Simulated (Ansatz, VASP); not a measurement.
One calculation of Se, two programs

```xyz
1
Lattice="2.8665 0.0000 0.0000 0.0000 2.8665 0.0000 0.0000 0.0000 2.8665" Properties=species:S:1:pos:R:3 pbc="T T T"
Se    0.0000    0.0000    0.0000
```

Alike in both runs: task relaxation of cell and atoms; functional PBEsol; k mesh 11 × 11 × 11; occupations fermi-dirac, width 0.1 eV; no spin polarisation.

|  | VASP | Ansatz |
| --- | --- | --- |
| version | VASP 6.6.1 | Ansatz 0.2.0 |
| potentials or method | VASP PAW PBE potentials, release 64 (Se), cutoff 600 eV | plane waves (420 eV) with PAW, scalar-relativistic |
| valence electrons in the cell | 6 | 16 |

Ansatz gave:

```
relaxed volume (Å³/atom)                                     : 21.63
relaxed cell length with the largest relative difference (Å) : 2.786
```

Q: Which values does VASP return?

A: Relaxed volume (Å³/atom): 21.66; relaxed cell length with the largest relative difference (Å): 2.787.

VASP's potentials were made for PBE, not for PBEsol, and Ansatz warns of the same on its side. VASP's potentials hold 6 valence electrons a cell and Ansatz's 16, so a difference there can come from the potentials and not from the codes.
